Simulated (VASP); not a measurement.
## ZnRe: single point with PBE

ZnRe:

```
CELL_PARAMETERS angstrom
2.74820 0.00000 0.00000
-1.37410 2.38000 0.00000
0.00000 0.00000 4.49410
ATOMIC_POSITIONS crystal
Zn 0.00000 0.00000 0.00000
Re 0.33333 0.66667 0.50000
```

* Program: VASP 6.6.1
* Task: single point
* Functional: PBE
* Potentials or basis: VASP PAW PBE potentials, release 64 (Zn, Re)
* Cutoff: 520 eV
* k mesh: 4 × 4 × 2
* Occupations: fermi-dirac, width 0.15 eV
* Spin: no spin polarisation
* Dipole correction: no
* Further INCAR settings: ALGO = Normal; EDIFF = 1e-06; NBANDS = 16

```yaml
Pressure: -0.9 GPa
```

Stress tensor (GPa, compression positive):
```
-6.08  0.00  0.00
 0.00 -6.08  0.00
 0.00  0.00  9.50
```

Levels at points of the mesh, in eV from the Fermi level:
```
           k point  band 6  band 7  band 8  band 9  band 10  band 11  band 12  band 13  band 14  band 15
(0.00, 0.00, 0.00)   -6.77   -4.97   -1.44   -1.32    -1.32     1.81     1.81     4.89    14.63    17.31
(0.50, 0.00, 0.00)   -5.37   -3.89   -3.13   -1.55     0.85     4.11     5.07     6.48     6.64    10.01
(0.00, 0.00, 0.50)   -6.78   -6.78   -2.98   -1.23    -1.23     1.74     1.74     9.56    14.15    14.89
(0.50, 0.00, 0.50)   -5.24   -4.50   -1.23   -0.31     0.36     1.14     4.11     4.21     8.47    12.80
```

Run time: 3.7 s on 1 thread of AMD EPYC 9R45 96-Core Processor (Zen 5), with other jobs on the host, peak memory 0.11 GiB.

Caveat: the k points lie up to 0.70 Å⁻¹ apart; spin-orbit coupling is left out, which moves the levels of the heavy elements.
